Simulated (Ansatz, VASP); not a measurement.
**MgS: VASP beside Ansatz**

```
Mg S
1.0
    -0.04977    2.82357    2.82357
     2.82357   -0.04977    2.82357
     2.82357    2.82357   -0.04977
Mg S
1 1
Direct
  0.99836 0.99836 0.99836
  0.25164 0.25164 0.25164
```

Change from the starting cell: epitaxial_111 strain +1.5%.

Alike in both runs: task single point; functional PBE; k mesh 8 × 8 × 8; occupations fermi-dirac, width 0.02 eV; no spin polarisation.

|  | VASP | Ansatz |
| --- | --- | --- |
| version | VASP 6.6.1 | Ansatz 0.2.0 |
| potentials or method | VASP PAW PBE potentials, release 64 (Mg, S) | plane waves, PAW |
| plane-wave cutoff (eV) | 520 | 420 |
| valence electrons in the cell | 8 | 16 |

|  | VASP | Ansatz | Ansatz less VASP |
| --- | --- | --- | --- |
| gap on the k mesh at the Fermi level (eV) | 3.26 | 3.27 | +0.009 |
| pressure (GPa) | -0.1 | 0.0 | +0.15 |
| traceless stress, the component that is largest in VASP (GPa) | 0.52 | 0.51 | -0.004 |

VASP's potentials hold 8 valence electrons a cell and Ansatz's 16, so a difference there can come from the potentials and not from the codes.
